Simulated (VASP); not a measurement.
LiH:

```
Li H
1.0
     0.00000    2.03675    2.03675
     2.03675    0.00000    2.03675
     2.03675    2.03675    0.00000
Li H
1 1
Direct
  0.00000 0.00000 0.00000
  0.50000 0.50000 0.50000
```

Program: VASP 6.6.1. Alike in all runs: task single point; potentials or basis VASP PAW PBE potentials, release 64 (Li_sv, H); no spin polarisation; cell as given; cutoff (eV) 520.

**Question.** Order these runs on this cell by their band gap on the k mesh, lowest first.
A. level r2SCAN; k mesh 11 × 11 × 11; smearing tetrahedron
B. level PBE0; k mesh 6 × 6 × 6; smearing fermi-dirac 0.05 eV; grid for exact exchange (PRECFOCK) Normal; share of exact exchange 0.25
C. level r2SCAN0; k mesh 6 × 6 × 6; smearing methfessel-paxton 0.01 eV; grid for exact exchange (PRECFOCK) Normal; share of exact exchange 0.25
D. level SVWN5; k mesh 11 × 11 × 11; smearing gaussian 0.05 eV

**Answer.** D (2.84 eV), A (3.80 eV), B (4.72 eV), C (5.16 eV).

Caveats: some runs use coarse meshes; an odd mesh through Γ misses points on the zone boundary, where band edges can lie (at least some runs).

A k mesh can miss the band edges, odd and even meshes differently.
